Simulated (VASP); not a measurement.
# Ag in VASP: density of states with PBE

Aim: the density of states of Ag with PBE.

All numbers are computed with VASP 6.6.1; they aren't measurements. Logs are shortened: lines on timing, memory, paths and dates and some standing lists are left out, and cuts for length are marked.

**1. The cell of the first run**

The cell holds a slab with vacuum, 3 atoms: a = 2.932 Å, b = 2.932 Å, c = 20.788 Å, α = 90.00°, β = 90.00°, γ = 120.00°.

**2. Density of states, PBE**

POSCAR

```
Ag
1.0
    2.9322829450      0.0000000000      0.0000000000
   -1.4661414725      2.5394315215      0.0000000000
    0.0000000000      0.0000000000     20.7884000000
Ag
3
Direct
    0.1666666665      0.3333333335      0.3848300496
    0.5000000005      0.9999999995      0.4999999997
    0.8333333335      0.6666666665      0.6151699504
```

INCAR.step1

```
ALGO = Normal
DIPOL = 0.5 0.5 0.500
EDIFF = 1E-6
ENCUT = 520
GGA = PE
IDIPOL = 3
ISIF = 2
ISMEAR = -1
LASPH = T
LCHARG = T
LDIPOL = T
LMAXMIX = 4
LREAL = F
LWAVE = F
NBANDS = 24
NELM = 60
PREC = Accurate
SIGMA = 0.05
```

KPOINTS.step1

```
k-points
0
Gamma
  14 14 1
```

INCAR.step2

```
ALGO = Normal
DIPOL = 0.5 0.5 0.500
EDIFF = 1E-6
ENCUT = 520
GGA = PE
ICHARG = 11
IDIPOL = 3
ISIF = 2
ISMEAR = -5
LASPH = T
LCHARG = F
LDIPOL = T
LMAXMIX = 4
LORBIT = 10
LREAL = F
LWAVE = F
NEDOS = 2001
NELM = 60
PREC = Accurate
SIGMA = 0.05
```

KPOINTS.step2

```
k-points
0
Gamma
  21 21 1
```

Potentials or basis: VASP PAW PBE potentials, release 64 (Ag).

Run with:

```console
$ cat potpaw_PBE.64/Ag/POTCAR > POTCAR
$ cp INCAR.step1 INCAR
$ cp KPOINTS.step1 KPOINTS
$ mpirun -np 1 vasp_std > vasp.out
$ cp INCAR.step2 INCAR
$ cp KPOINTS.step2 KPOINTS
$ mpirun -np 1 vasp_std > vasp.out
```

OUTCAR:

```text
EDIFF = 1E-6
   ENCUT = 520
   GGA = PE
   ICHARG = 11
   ISIF = 2
   ISMEAR = -5
   LASPH = T
   LORBIT = 10
   LREAL = F
   NELM = 60
   PREC = Accurate

 ion  position               nearest neighbor table
   1  0.167  0.333  0.385-   2 2.93   2 2.93   2 2.93
   2  0.500  1.000  0.500-   1 2.93   1 2.93   1 2.93   3 2.93   3 2.93   3 2.93
   3  0.833  0.667  0.615-   2 2.93   2 2.93   2 2.93

  LATTYP: Found a hexagonal cell.
 ALAT       =     2.9322829450
 C/A-ratio  =     7.0894932003

  Lattice vectors:

 A1 = (   2.9322829450,   0.0000000000,   0.0000000000)
 A2 = (  -1.4661414725,   2.5394315215,   0.0000000000)
 A3 = (   0.0000000000,   0.0000000000,  20.7884000000)

Analysis of symmetry for initial positions (statically):
=====================================================================
 Subroutine PRICEL returns:
 Original cell was already a primitive cell.

 Routine SETGRP: Setting up the symmetry group for a
 hexagonal supercell.

 Subroutine GETGRP returns: Found 12 space group operations
 (whereof  4 operations were pure point group operations)
 out of a pool of 24 trial point group operations.

The static configuration has the point symmetry C_2h.
 The point group associated with its full space group is D_3d.

Analysis of symmetry for dynamics (positions and initial velocities):
=====================================================================
 Subroutine PRICEL returns:
 Original cell was already a primitive cell.

 Routine SETGRP: Setting up the symmetry group for a
 hexagonal supercell.

 Subroutine GETGRP returns: Found 12 space group operations
 (whereof  4 operations were pure point group operations)
 out of a pool of 24 trial point group operations.

The dynamic configuration has the point symmetry C_2h.
 The point group associated with its full space group is D_3d.

 Subroutine INISYM returns: Found 12 space group operations
 (whereof  4 operations are pure point group operations),
 and found     1 'primitive' translations

----------------------------------------------------------------------------------------

                                     Primitive cell

  volume of cell :     154.7973

  direct lattice vectors                    reciprocal lattice vectors
     2.932282945  0.000000000  0.000000000     0.341031210  0.196894461  0.000000000
    -1.466141472  2.539431522  0.000000000     0.000000000  0.393788921  0.000000000
     0.000000000  0.000000000 20.788400000     0.000000000  0.000000000  0.048103750

  length of vectors
     2.932282945  2.932282945 20.788400000     0.393788921  0.393788921  0.048103750

  position of ions in fractional coordinates (direct lattice)
     0.166666666  0.333333334  0.384830050
     0.500000001  0.999999999  0.500000000
     0.833333334  0.666666666  0.615169950

  ion indices of the primitive-cell ions
   primitive index   ion index
                 1           1
                 2           2
                 3           3

----------------------------------------------------------------------------------------

 KPOINTS: k-points

Automatic generation of k-mesh.
 Grid dimensions read from file:
 generate k-points for:   21   21    1

 Generating k-lattice:

  Cartesian coordinates                     Fractional coordinates (reciprocal lattice)
     0.016239581  0.009375927  0.000000000     0.047619048  0.000000000  0.000000000
     0.000000000  0.018751853  0.000000000     0.000000000  0.047619048  0.000000000
     0.000000000  0.000000000  0.048103750     0.000000000  0.000000000  1.000000000

  Length of vectors
     0.018751853  0.018751853  0.048103750

  Shift w.r.t. Gamma in fractional coordinates (k-lattice)
     0.000000000  0.000000000  0.000000000

 TETIRR: Found    229 inequivalent tetrahedra from     2646

 Subroutine IBZKPT returns following result:
 ===========================================

 Found     48 irreducible k-points:

 Following reciprocal coordinates:
            Coordinates               Weight
  0.000000  0.000000  0.000000      1.000000
  0.047619  0.000000  0.000000      6.000000
  0.095238  0.000000  0.000000      6.000000
  0.142857  0.000000  0.000000      6.000000
  0.190476  0.000000  0.000000      6.000000
  0.238095  0.000000  0.000000      6.000000
[... 16 lines left out ...]
  0.142857  0.095238  0.000000     12.000000
  0.190476  0.095238  0.000000     12.000000
 [... further k-points ...]
   k-points           NKPTS =     48   k-points in BZ     NKDIM =     48   number of bands    NBANDS=     20
   number of dos      NEDOS =   2001   number of ions     NIONS =      3
   total plane-waves  NPLWV =  92160
   dimension x,y,z NGX =    24 NGY =   24 NGZ =  160
   dimension x,y,z NGXF=    48 NGYF=   48 NGZF=  320
   ions per type =               3
   NGX,Y,Z   is equivalent  to a cutoff of  13.61, 13.61, 12.80 a.u.
   NGXF,Y,Z  is equivalent  to a cutoff of  27.21, 27.21, 25.59 a.u.
 SYSTEM =  unknown system
   PREC   = accura    normal or accurate (medium, high low for compatibility)
   ISTART =      0    job   : 0-new  1-cont  2-samecut
   ICHARG =     11    charge: 1-file 2-atom 10-const
   ISPIN  =      1    spin polarized calculation?
   LNONCOLLINEAR =      F non collinear calculations
   LSORBIT =      F    spin-orbit coupling
   LASPH  =      T    aspherical Exc in radial PAW
   ENCUT  =  520.0 eV  38.22 Ry    6.18 a.u.   5.45  5.45 38.65*2*pi/ulx,y,z
   NELM   =     60;   NELMIN=  2; NELMDL=  0     # of ELM steps
   EDIFF  = 0.1E-05   stopping-criterion for ELM
   LREAL  =      F    real-space projection
   EDIFFG = 0.1E-04   stopping-criterion for IOM
   NSW    =      0    number of steps for IOM
   IBRION =     -1    ionic relax: 0-MD 1-quasi-New 2-CG
   NFREE  =      0    steps in history (QN), initial steepest desc. (CG)
   ISIF   =      2    stress and relaxation
   ISYM   =      2    0-nonsym 1-usesym 2-fastsym
   POTIM  = 0.5000    time-step for ionic-motion
   TEBEG  =    0.0;   TEEND  =   0.0 temperature during run
   PSTRESS=    0.0 pullay stress
   NELECT =      33.0000    total number of electrons
   NUPDOWN=      -1.0000    fix difference up-down
   EMIN   =  10.00;   EMAX   =-10.00  energy-range for DOS
   EFERMI =   0.00;   METHOD = LEGACY
   ISMEAR =    -5;   SIGMA  =   0.05  broadening in eV -4-tet -1-fermi 0-gaus
   EFERMI_NEDOS =   21; number of points for ismear=-14 and -15
   IALGO  =     38    algorithm
   IMIX   =      4    mixing-type and parameters
     AMIX     =   0.40;   BMIX     =  1.00
     AMIX_MAG =   1.60;   BMIX_MAG =  1.00
  volume/ion in A,a.u.               =      51.60       348.21
  Fermi-wavevector in a.u.,A,eV,Ry     =   0.977969  1.848093 13.012924  0.956423
  Thomas-Fermi vector in A             =   2.108708
   LORBIT       =     10    0 simple, 1 ext, 2 COOP (PROOUT), +10 PAW based schemes
   GGA     = PE    functional components
   LHFCALC =     F    Hartree Fock is set to
   AEXX    =    0.0000 exact exchange contribution
   IVDW    =     0    specifies the selected vdW correction
   LEPSILON=     F    determine dielectric tensor
   LRPA    =     F    only Hartree local field effects (RPA)
 non-spin polarized calculation
 Fermi weights with tetrahedron method with Bloechl corrections
  energy-cutoff  :      520.00
  volume of cell :      154.80
 maximum number of plane-waves:      4241
 NGX is ok and might be reduce to    24

 number of electron      33.0000015 magnetization

 dipolmoment           0.000000      0.000000     -0.000000 electrons x Angstroem

 Free energy of the ion-electron system (eV)
  ---------------------------------------------------
  ext. energy  EPLUGINS =         0.00000000
  ---------------------------------------------------
  free energy    TOTEN  =        -7.46718942 eV

  energy without entropy =       -7.46718942  energy(sigma->0) =       -7.46718942

 E-fermi :  -0.1906     XC(G=0):  -4.9180

 val. band max:       -0.2774195299   @ k =   0.1905   0.0476   0.0000
 cond. band min:      -0.1620524466   @ k =   0.3810   0.0476   0.0000
 fundamental gap:      0.1153670833
 Fermi energy:        -0.1905936833

 k-point     1 :       0.0000    0.0000    0.0000
  band No.  band energies     occupation
      1      -7.0887      2.00000
      2      -6.1595      2.00000
      3      -6.0230      2.00000
      4      -4.8286      2.00000
      5      -4.8177      2.00000
      6      -4.8177      2.00000
[... 12 lines left out ...]
     19       0.2576      0.00000
     20       3.8045      0.00000

 k-point     2 :       0.0476    0.0000    0.0000
  band No.  band energies     occupation
      1      -7.0289      2.00000
      2      -6.1202      2.00000
      3      -5.9702      2.00000
      4      -4.8396      2.00000
      5      -4.8257      2.00000
      6      -4.7889      2.00000
[... 12 lines left out ...]
     19       0.3751      0.00000
     20       3.8521      0.00000

 k-point     3 :       0.0952    0.0000    0.0000
  band No.  band energies     occupation
      1      -6.8546      2.00000
      2      -6.0099      2.00000
      3      -5.8211      2.00000
      4      -4.8993      2.00000
      5      -4.8252      2.00000
      6      -4.7363      2.00000
[... 12 lines left out ...]
     19       0.7034      0.00000
     20       3.9948      0.00000

 k-point     4 :       0.1429    0.0000    0.0000
  band No.  band energies     occupation
      1      -6.5857      2.00000
      2      -5.8569      2.00000
      3      -5.6106      2.00000
      4      -4.9867      2.00000
      5      -4.9011      2.00000
      6      -4.7866      2.00000
[... 429 lines left out ...]
 k-point    23 :       0.1429    0.0952    0.0000
  band No.  band energies     occupation
      1      -6.1265      2.00000
      2      -5.6187      2.00000
      3      -5.3381      2.00000
      4      -5.1800      2.00000
      5      -4.9956      2.00000
      6      -4.8057      2.00000
[... 12 lines left out ...]
     19       2.0404      0.00000
     20       4.7096      0.00000

 k-point    24 :       0.1905    0.0952    0.0000
  band No.  band energies     occupation
      1      -5.8734      2.00000
      2      -5.5787      2.00000
      3      -5.3515      2.00000
      4      -5.1820      2.00000
      5      -5.0780      2.00000
      6      -4.7388      2.00000
[... 12 lines left out ...]
     19       2.7083      0.00000
     20       5.1406      0.00000

 [... further k-points ...]

------------------------ aborting loop because EDIFF is reached ----------------------------------------

 vacuum level on the upper side and lower side of the slab       (xc-potential included)        -0.104        -0.104

  FORCE on cell =-STRESS in cart. coord.  units (eV):
  Direction    XX          YY          ZZ          XY          YZ          ZX
  --------------------------------------------------------------------------------------
  -------------------------------------------------------------------------------------
  Total       -1.2722538     -1.2722538     -0.5272070     -0.0000000     -0.0000000     -0.0000000
  in kB      -13.1680328    -13.1680328     -5.4566775     -0.0000000     -0.0000000     -0.0000000
  external PRESSURE =     -10.5975810 kB  Pullay stress =       0.0000000 kB

 VOLUME and BASIS-vectors are now :
 -----------------------------------------------------------------------------
  energy-cutoff  :      520.00
  volume of cell :      154.80
      direct lattice vectors                 reciprocal lattice vectors
     2.932282945  0.000000000  0.000000000     0.341031210  0.196894461  0.000000000
    -1.466141472  2.539431522  0.000000000     0.000000000  0.393788921  0.000000000
     0.000000000  0.000000000 20.788400000     0.000000000  0.000000000  0.048103750

 POSITION                                       TOTAL-FORCE (eV/Angst)
 -----------------------------------------------------------------------------------
     -0.00000      0.84648      8.00000         0.000000      0.000000      0.045579
      0.00000      2.53943     10.39420        -0.000000      0.000000      0.000000
      1.46614      1.69295     12.78840         0.000000      0.000000     -0.045579
 -----------------------------------------------------------------------------------
    total drift:                                0.000002     -0.000001     -0.000008

  FREE ENERGIE OF THE ION-ELECTRON SYSTEM (eV)
  ---------------------------------------------------
  free  energy   TOTEN  =        -7.4671894236 eV

  energy  without entropy=       -7.4671894236  energy(sigma->0) =       -7.46718942

 vacuum level on the upper side and lower side of the slab         4.195         4.195

 total charge

# of ion       s       p       d       tot
------------------------------------------
    1        0.414   0.202   9.176   9.793
    2        0.402   0.261   9.172   9.835
    3        0.414   0.202   9.176   9.793
--------------------------------------------------
tot          1.230   0.666  27.525  29.421
```

Wall time 76 s (1 thread of Intel Xeon 6975P-C (Granite Rapids), shared host); peak memory 0.32 GiB.

Results:

- Valence electrons inside the program's atomic spheres: Ag 9.79, 9.84

Caveat: tetrahedron occupations give inexact forces and stress in metals.
